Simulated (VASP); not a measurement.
# Mg3S2 (P6_3/mmc) in VASP: notebook, part 2 of 2

VASP 6.6.1. Earlier steps stand in the parts before.

### 4 Relaxation of cell and atoms, PBE

This run uses another cell than the first one, of 17.67 Å³/atom.

The input, INCAR:

```
PREC     = Accurate       # precision mode
ENCUT    = 600            # plane-wave cutoff, eV
EDIFF    = 1E-7           # SCF threshold, eV
ISMEAR   = 0              # smearing method
SIGMA    = 0.2            # smearing width, eV
LREAL    = F              # projectors in reciprocal space
LASPH    = T              # aspherical terms in the spheres
NELM     = 80             # most SCF steps
ALGO     = Normal         # electronic algorithm
ISIF     = 3              # what is computed and relaxed
LWAVE    = F              # write WAVECAR
LCHARG   = F              # write CHGCAR
GGA      = PE             # functional
IBRION   = 2              # ionic algorithm
NSW      = 36             # ionic steps
EDIFFG   = -0.08          # ionic threshold
```

The input, KPOINTS:

```
regular mesh
0
Gamma
  5 5 1
```

The input, POSCAR:

```
Mg3S2
1.0
    3.4591781600      0.0000000000      0.0000000000
   -1.7295890800      2.9957361600      0.0000000000
    0.0000000000      0.0000000000     17.0523811200
Mg S
6 4
Direct
    0.3333333300      0.6666666700      0.8438777300
    0.6666666700      0.3333333300      0.3438777300
    0.6666666700      0.3333333300      0.1561222700
    0.3333333300      0.6666666700      0.6561222700
    0.0000000000      0.0000000000      0.0000000000
    0.0000000000      0.0000000000      0.5000000000
    0.6666666700      0.3333333300      0.9141037500
    0.3333333300      0.6666666700      0.4141037500
    0.6666666700      0.3333333300      0.5858962500
    0.3333333300      0.6666666700      0.0858962500
```

Potentials or basis: VASP PAW PBE potentials, release 64 (Mg, S).

Started as:

```
> cat potpaw_PBE.64/Mg/POTCAR potpaw_PBE.64/S/POTCAR > POTCAR
> mpirun -np 1 vasp_std > vasp.out
```

OUTCAR:

```text
PREC = Accurate
   ENCUT = 600
   EDIFF = 1E-7
   ISMEAR = 0
   LREAL = F
   LASPH = T
   NELM = 80
   ISIF = 3
   GGA = PE
   IBRION = 2
   NSW = 36
   EDIFFG = -0.08

 ion  position               nearest neighbor table
   1  0.333  0.667  0.844-   7 2.33   7 2.33   7 2.33   4 3.20   5 3.33   5 3.33   5 3.33
   2  0.667  0.333  0.344-   8 2.33   8 2.33   8 2.33   3 3.20   6 3.33   6 3.33   6 3.33
   3  0.667  0.333  0.156-  10 2.33  10 2.33  10 2.33   2 3.20   5 3.33   5 3.33   5 3.33
   4  0.333  0.667  0.656-   9 2.33   9 2.33   9 2.33   1 3.20   6 3.33   6 3.33   6 3.33
   5  0.000  0.000  0.000-   7 2.48  10 2.48  10 2.48   7 2.48   7 2.48  10 2.48   1 3.33   3 3.33
                             1 3.33   3 3.33   1 3.33   3 3.33
   6  0.000  0.000  0.500-   8 2.48   9 2.48   8 2.48   9 2.48   9 2.48   8 2.48   2 3.33   4 3.33
                             4 3.33   2 3.33   4 3.33   2 3.33
   7  0.667  0.333  0.914-   1 2.33   1 2.33   1 2.33   5 2.48   5 2.48   5 2.48
   8  0.333  0.667  0.414-   2 2.33   2 2.33   2 2.33   6 2.48   6 2.48   6 2.48
[... 196 lines left out ...]
 k-point     1 :       0.0000    0.0000    0.0000
  band No.  band energies     occupation
      1     -10.6410      2.00000
      2     -10.6345      2.00000
      3      -9.8612      2.00000
      4      -9.8508      2.00000
      5      -2.1663      2.00000
      6      -1.9815      2.00000
[... 431 lines left out ...]
--------------------------------------- Ionic step        8  -------------------------------------------

 number of electron      35.9999996 magnetization

 Free energy of the ion-electron system (eV)
  ---------------------------------------------------
  ext. energy  EPLUGINS =         0.00000000
  ---------------------------------------------------
  free energy    TOTEN  =       -35.58092044 eV

  energy without entropy =      -35.58085407  energy(sigma->0) =      -35.58088725

 E-fermi :   4.5835     XC(G=0):  -8.8984

 val. band max:        4.0650381294   @ k =   0.4000   0.2000   0.0000
 cond. band min:       5.0803591168   @ k =   0.0000   0.0000   0.0000
 fundamental gap:      1.0153209874
 Fermi energy:         4.5835238109

 k-point     1 :       0.0000    0.0000    0.0000
  band No.  band energies     occupation
      1     -10.3554      2.00000
      2     -10.3478      2.00000
      3      -9.7380      2.00000
      4      -9.7264      2.00000
      5      -2.3500      2.00000
      6      -2.0277      2.00000
[... 161 lines left out ...]
  FREE ENERGIE OF THE ION-ELECTRON SYSTEM (eV)
  ---------------------------------------------------
  free  energy   TOTEN  =       -35.5809204380 eV

  energy  without entropy=      -35.5808540706  energy(sigma->0) =      -35.58088725

 reached required accuracy - stopping structural energy minimisation
```

Wall time 3.7 min (1 thread of Intel Xeon Platinum 8375C at 2.90GHz (Ice Lake), shared host); peak memory 0.33 GiB.

Results:

| Item | Value |
| --- | --- |
| Free energy | -35.5809 eV |
| Relaxed volume | 20.88 Å³/atom |
| Relaxed cell | a = 3.690 Å, b = 3.690 Å, c = 17.708 Å, α = 90.00°, β = 90.00°, γ = 120.00° |
| Space group after relaxing (to 0.1 Å) | P6_3/mmc (No. 194) |
| Energy gained by relaxing | 307.3 meV/atom |
| Ionic steps | 8 |
| Pressure after relaxing | 0.1 GPa |
| Largest force after relaxing | 0.008 eV/Å |
| Band gap on the k mesh | 1.02 eV (least direct gap 1.09 eV) |

Forces on the atoms (eV/Å):
```
Mg   0.000  0.000  0.004
Mg   0.000  0.000  0.004
Mg   0.000  0.000 -0.004
Mg   0.000  0.000 -0.004
Mg   0.000  0.000  0.000
Mg   0.000  0.000  0.000
S    0.000  0.000 -0.008
S    0.000  0.000 -0.008
S    0.000  0.000  0.008
S    0.000  0.000  0.008
```

The path:
| step | energy change (eV) | largest force (eV/Å) | pressure (GPa) | volume (Å³) |
| --- | --- | --- | --- | --- |
| 1 | 0.0000 | 3.3717 | 17.55 | 176.71 |
| 2 | -2.7046 | 0.2939 | -3.84 | 230.93 |
| 3 | -2.8355 | 0.7453 | -1.34 | 218.70 |
| 4 | -2.9677 | 0.5131 | -0.68 | 214.34 |
| 5 | -3.0275 | 0.3403 | 0.40 | 209.05 |
| 6 | -3.0568 | 0.2318 | 0.06 | 209.59 |
| 7 | -3.0657 | 0.1511 | -0.24 | 210.10 |
| 8 | -3.0727 | 0.0077 | 0.07 | 208.85 |

Final structure:
```
Mg S
1.0
     3.69035    0.00000    0.00000
    -1.84517    3.19593    0.00000
     0.00000    0.00000   17.70764
Mg S
6 4
Direct
  0.33333 0.66667 0.82997
  0.66667 0.33333 0.32997
  0.66667 0.33333 0.17003
  0.33333 0.66667 0.67003
  0.00000 0.00000 0.00000
  0.00000 0.00000 0.50000
  0.66667 0.33333 0.91442
  0.33333 0.66667 0.41442
  0.66667 0.33333 0.58558
  0.33333 0.66667 0.08558
```

Levels at points of the mesh, in eV from the valence-band top:
```
           k point  band 14  band 15  band 16  band 17  band 18  band 19  band 20  band 21  band 22  band 23
(0.00, 0.00, 0.00)    -2.24    -2.24    -2.24    -2.24    -1.35     1.02     2.36     2.61     2.65     3.55
```

Caveat: the volume moved by over 15 % at a fixed basis, so the end points are rough; an odd mesh through Γ misses points on the zone boundary, where band edges can lie.

### 5 Summary

```tsv
task	cell	k mesh	cutoff (eV)	smearing	gap on the mesh (eV)	pressure (GPa)	largest force (eV/Å)
single point	a = 3.679, b = 3.679, c = 17.759 Å, angles 90.0, 90.0, 120.0°, 10 atoms, atomic positions A	5 × 5 × 1	520	gaussian 0.2 eV	1.01	0.2	0.04
single point	a = 3.695, b = 3.695, c = 17.736 Å, angles 90.0, 90.0, 120.0°, 10 atoms, atomic positions B	6 × 6 × 1	520	gaussian 0.1 eV	0.35	-0.1	0.03
relaxation of cell and atoms	relaxed from a = 3.459, b = 3.459, c = 17.052 Å, angles 90.0, 90.0, 120.0°, 10 atoms, atomic positions C	5 × 5 × 1	600	gaussian 0.2 eV	1.02	0.1	0.01
```

Alike in all rows: level PBE; potentials or basis VASP PAW PBE potentials, release 64 (Mg, S); no spin polarisation.

Caveats: an odd mesh through Γ misses points on the zone boundary, where band edges can lie; the volume moved by over 15 % at a fixed basis, so the end points are rough (at least some runs).

Absolute energies hang on the potentials; compare differences alone.
